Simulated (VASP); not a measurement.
Cd2S: single point with PBEsol

Cd2S:

```
Cd S
1.0
     4.07969    0.00000    0.00000
    -2.03984    3.53311    0.00000
     0.00000    0.00000    6.32929
Cd S
2 1
Direct
  0.66667 0.33333 0.59502
  0.33333 0.66667 0.95288
  0.33333 0.66667 0.32926
```

This cell differs from its parent crystal: strained and its atoms moved.

```json
{"Program": "VASP 6.6.1", "Task": "single point", "Functional": "PBEsol", "Potentials or basis": "VASP PAW PBE potentials, release 64 (Cd, S)", "Cutoff": "520 eV", "k mesh": "12 × 12 × 6", "Occupations": "gaussian, width 0.05 eV", "Spin": "no spin polarisation"}
```

- Pressure: -6.2 GPa
- Largest force: 1.706 eV/Å
- Band gap on the k mesh: 0.23 eV, indirect (least direct gap 0.40 eV)

Forces in eV/Å, atoms in the order of the input:
```
Cd   0.000  0.000 -1.035
Cd   0.000  0.000 -0.671
S    0.000  0.000  1.706
```

Stress tensor (GPa, compression positive):
```
-5.26  0.00  0.00
 0.00 -5.26  0.00
 0.00  0.00 -8.22
```

Levels at points of the mesh, in eV from the valence-band top:
```tsv
k point	band 11	band 12	band 13	band 14	band 15	band 16	band 17	band 18	band 19	band 20
(0.00, 0.00, 0.00)	-7.51	-4.12	-3.65	-0.13	-0.13	3.32	4.69	7.08	7.08	7.88
(0.50, 0.00, 0.00)	-7.40	-3.23	-2.51	-1.26	-0.71	0.60	2.48	5.04	5.46	6.88
(0.00, 0.00, 0.50)	-7.52	-5.34	-0.72	-0.08	-0.08	0.63	5.57	6.48	6.48	7.98
(0.50, 0.00, 0.50)	-7.41	-3.29	-2.76	-0.93	-0.56	1.03	3.09	4.37	4.90	6.24
```

Run time: 2.1 min on 1 thread of AMD EPYC 7R13 Processor (Zen 3) (shared host), peak memory 0.28 GiB.

Caveat: the cell differs from its parent crystal (strained and its atoms moved); the PAW data sets were made with another functional, which shifts forces and pressure a little. A k mesh can miss the band edges.
